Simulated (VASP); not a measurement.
Crystal: Zn.

```
Zn
1.0
     2.78508    0.00000    0.00000
    -1.39254    2.41195    0.00000
     0.00000    0.00000    4.51182
Zn
2
Direct
  0.33333 0.66667 0.25000
  0.66667 0.33333 0.75000
```

* Program: VASP 6.6.1
* Task: relaxation of cell and atoms
* Functional: PBE
* Potentials or basis: VASP PAW PBE potentials, release 64 (Zn)
* Cutoff: 600 eV
* k mesh: 18 × 18 × 10
* Occupations: fermi-dirac, width 0.08 eV
* Spin: no spin polarisation

At the start: pressure -0.8 GPa; volume 15.15 Å³/atom.

**Question.** How do energy, volume and symmetry change on relaxing?

**Answer.** Over 25 steps the energy falls by 17.1 meV/atom and the volume is 15.39 Å³/atom (+1.6 %); space group P6_3/mmc (No. 194, to 0.1 Å) before and after.

Step by step:
```
step  energy change (eV)  largest force (eV/Å)  pressure (GPa)  volume (Å³)
   1              0.0000                0.0000           -0.77        30.31
   2             -0.0013                0.0000           -0.14        29.99
   3             -0.0014                0.0000            0.35        29.84
   4             -0.0014                0.0000            0.18        29.88
   5             -0.0020                0.0000            0.15        29.88
   6             -0.0040                0.0000            0.28        29.85
   7             -0.0084                0.0000            0.55        29.80
   8             -0.0179                0.0000            1.65        29.62
   9              0.0345                0.0000            7.29        29.07
  10             -0.0220                0.0000            2.23        29.55
  11             -0.0145                0.0000            4.23        29.34
  12             -0.0231                0.0000            2.71        29.49
  13             -0.0229                0.0000            2.96        29.47
  14             -0.0229                0.0000            2.87        29.47
  15             -0.0231                0.0000            2.73        29.49
  16             -0.0233                0.0000            3.11        29.51
  17             -0.0236                0.0000            3.08        29.53
  18             -0.0245                0.0000            2.93        29.58
  19             -0.0262                0.0000            2.60        29.68
  20             -0.0290                0.0000            2.12        29.88
  21             -0.0328                0.0000            1.10        30.29
  22             -0.0333                0.0000           -0.81        31.13
  23             -0.0342                0.0000            0.07        30.76
  24             -0.0342                0.0000           -0.07        30.79
  25             -0.0342                0.0000           -0.01        30.79
```

Final structure:
```cif
data_structure
_symmetry_space_group_name_H-M 'P 1'
_symmetry_Int_Tables_number 1
_cell_length_a 2.6402
_cell_length_b 2.6402
_cell_length_c 5.0998
_cell_angle_alpha 90.000
_cell_angle_beta 90.000
_cell_angle_gamma 120.000
_cell_volume 30.79
loop_
_atom_site_label
_atom_site_type_symbol
_atom_site_fract_x
_atom_site_fract_y
_atom_site_fract_z
_atom_site_occupancy
Zn1 Zn 0.33333 0.66667 0.25000 1
Zn2 Zn 0.66667 0.33333 0.75000 1
```
